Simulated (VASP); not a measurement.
Here is a VASP 6.6.1 calculation.

INCAR

```
PREC     = Accurate       # precision mode
ENCUT    = 520            # plane-wave cutoff, eV
EDIFF    = 1E-7           # SCF threshold, eV
ISMEAR   = 0              # smearing method
SIGMA    = 0.1            # smearing width, eV
LREAL    = False          # projectors in reciprocal space
LASPH    = True           # aspherical terms in the spheres
NELM     = 60             # most SCF steps
ALGO     = Fast           # electronic algorithm
ISIF     = 2              # what is computed and relaxed
LWAVE    = False          # write WAVECAR
LCHARG   = True           # write CHGCAR
GGA      = PS             # functional
LELF     = True           # ELF
LVHAR    = True         
NBANDS   = 18             # bands
```

KPOINTS

```
Automatic mesh
0
Gamma
  6 6 2
```

POSCAR

```
Al3Cu
1.0
    2.7784054294      0.0000000000      0.0000000000
    0.0000000000      2.7784054294      0.0000000000
    0.0000000000      0.0000000000      7.5134034100
Al Cu
3 1
Direct
    0.0000000000      0.0000000000      0.5000000000
    0.5000000000      0.5000000000      0.2261155100
    0.5000000000      0.5000000000      0.7738844900
    0.0000000000      0.0000000000      0.0000000000
```

Potentials or basis: VASP PAW PBE potentials, release 64 (Al, Cu).

The run is started by

```bash
$ cat potpaw_PBE.64/Al/POTCAR potpaw_PBE.64/Cu/POTCAR > POTCAR
$ mpirun -np 1 vasp_std > vasp.out
```

Q: Predict the largest force.

A: 0.170 eV/Å.

Q: Estimate the band gap on the k mesh.

A: Zero (band 10 reaches 12.87 eV, above the bottom of band 11 at 6.67 eV).

Q: What does it give for the pressure?

A: 0.7 GPa.

Forces on the atoms (eV/Å):
```
Al   0.000  0.000  0.000
Al   0.000  0.000 -0.170
Al   0.000  0.000  0.170
Cu   0.000  0.000  0.000
```

Caveat: the k points lie up to 0.42 Å⁻¹ apart; the PAW data sets were made with another functional, which shifts forces and pressure a little.
